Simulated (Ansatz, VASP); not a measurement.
One calculation of WS2, two programs

```
S W
1.0
     3.15955    0.00000    0.00000
    -1.57977    2.73625    0.00000
     0.00000    0.00000   23.80426
S W
4 2
Direct
  0.33333 0.66667 0.18904
  0.33333 0.66667 0.32146
  0.33333 0.83333 0.47437
  0.33333 0.83333 0.60679
  0.66667 0.33333 0.25525
  0.66667 0.50000 0.54058
```

Alike in both runs: task single point; functional PBE; dispersion D3(BJ); k mesh 9 × 9 × 1; occupations gaussian, width 0.05 eV; no spin polarisation.

|  | VASP | Ansatz |
| --- | --- | --- |
| version | VASP 6.6.1 | Ansatz 0.2.0 |
| potentials or method | VASP PAW PBE potentials, release 64 (S, W_sv), cutoff 520 eV | scalar-relativistic, plane waves, PAW |
| valence electrons in the cell | 52 | 52 |

Ansatz gave:

```
gap on the k mesh at the Fermi level (eV) : 1.78
least direct gap on the mesh (eV)         : 1.90
rms of the force components (eV/Å)        : 0.015
```

Q: Which values does VASP return?

A: gap on the k mesh at the Fermi level (eV): 1.80; least direct gap on the mesh (eV): 1.91; rms of the force components (eV/Å): 0.015.

Neither program's run includes spin-orbit coupling.
